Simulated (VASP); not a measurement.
**Al: single point with PBE**

Al:

```
Al
1.0
     0.00000    2.02398    2.11506
     2.02398    0.00000    2.11506
     2.02398    2.02398    0.00000
Al
1
Cartesian
  0.0000 0.0000 0.0000
```

This cell differs from its parent crystal: strain +0.0450 x Voigt [0, 0, 1, 0, 0, 0].

```json
{
 "Program": "VASP 6.6.1",
 "Task": "single point",
 "Functional": "PBE",
 "Potentials or basis": "VASP PAW PBE potentials, release 64 (Al)",
 "Cutoff": "520 eV",
 "k mesh": "20 × 20 × 20",
 "Occupations": "gaussian, width 0.15 eV",
 "Spin": "no spin polarisation",
 "Dipole correction": "no",
 "Further INCAR settings": "ALGO = Normal; EDIFF = 1e-07; NBANDS = 8"
}
```

The pressure is -3.4 GPa.

Stress tensor (GPa, compression positive):
```
-2.80  0.00  0.00
 0.00 -2.80  0.00
 0.00  0.00 -4.55
```

Levels at points of the mesh, in eV from the Fermi level:
```
           k point  band 1  band 2  band 3  band 4  band 5  band 6
(0.00, 0.00, 0.00)  -10.82   12.04   12.51   12.51   13.43   13.43
(0.50, 0.00, 0.00)   -4.41   -4.33   10.27   10.68   11.41   11.71
(0.50, 0.50, 0.00)   -3.21   -2.20    5.56    5.88    5.88    9.15
(0.50, 0.00, 0.50)   -2.62   -1.32    4.95    5.09    5.27    8.34
```

It took 23 s on 1 thread of Intel(R) Xeon(R) 6975P-C (Granite Rapids) (shared host), peak memory 0.19 GiB.

Caveat: the cell differs from its parent crystal (strain +0.0450 x Voigt [0, 0, 1, 0, 0, 0]).
